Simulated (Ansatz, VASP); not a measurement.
**GaGe in VASP and in Ansatz**

Contents of INCAR:

```
SYSTEM = GaGe
PREC     = Accurate       ! precision mode
ENCUT    = 520            ! plane-wave cutoff, eV
EDIFF    = 1E-7           ! SCF threshold, eV
ISMEAR   = 0              ! smearing method
SIGMA    = 0.15           ! smearing width, eV
LREAL    = .FALSE.        ! projectors in reciprocal space
LASPH    = .TRUE.         ! aspherical terms in the spheres
NELM     = 80             ! most SCF steps
ALGO     = Normal         ! electronic algorithm
ISIF     = 2              ! what is computed and relaxed
LWAVE    = .FALSE.        ! write WAVECAR
LCHARG   = .FALSE.        ! write CHGCAR
GGA      = CA             ! functional
NBANDS   = 20             ! bands
```

KPOINTS

```
Automatic mesh
0
G
  14 14 14
  0 0 0
```

The input POSCAR:

```
GaGe
1.0
    0.0000000000      2.9847793200      2.8109086800
    2.9847793200      0.0000000000      2.8109086800
    2.9847793200      2.9847793200      0.0000000000
Ga Ge
1 1
Direct
    0.7500000000      0.7500000000      0.7500000000
    0.0000000000      0.0000000000      0.0000000000
```

Input for Ansatz:

```yaml
crystal:
  lattice:
    - [0.0, 2.98477932, 2.81090868]
    - [2.98477932, 0.0, 2.81090868]
    - [2.98477932, 2.98477932, 0.0]
  atoms:
    - { symbol: Ga, position: [0.75, 0.75, 0.75] }
    - { symbol: Ge, position: [0.0, 0.0, 0.0] }
basis:
  ecutwfc: 420
kpoints:
  mp_grid: { grid: [14, 14, 14] }
hamiltonian:
  xc: lda
scf:
  occupations: { method: gaussian, width: 0.15 }
output:
  forces: true
  stress: true
  eigenvalues: true
```

Change from the starting cell: strain +0.030 along x and y, -0.030 along z, atoms carried along.

Alike in both runs: task single point; functional LDA; k mesh 14 × 14 × 14; occupations gaussian, width 0.15 eV; no spin polarisation.

|  | VASP | Ansatz |
| --- | --- | --- |
| version | VASP 6.6.1 | Ansatz 0.2.0 |
| potentials or method | VASP PAW LDA potentials, release 64 (Ga_d, Ge_d), cutoff 520 eV | scalar-relativistic, plane waves, PAW |
| valence electrons in the cell | 27 | 27 |

```csv
,VASP,Ansatz,Ansatz less VASP
gap on the k mesh at the Fermi level (eV),none,none,-
pressure (GPa),-5.3,-5.4,-0.07
"traceless stress, the component that is largest in VASP (GPa)",0.33,0.34,+0.010
```

LDA's correlation is that of Perdew and Zunger in VASP and of Perdew and Wang (1992) in Ansatz. A gap of «none» marks a metal or a gap that the smearing closes.
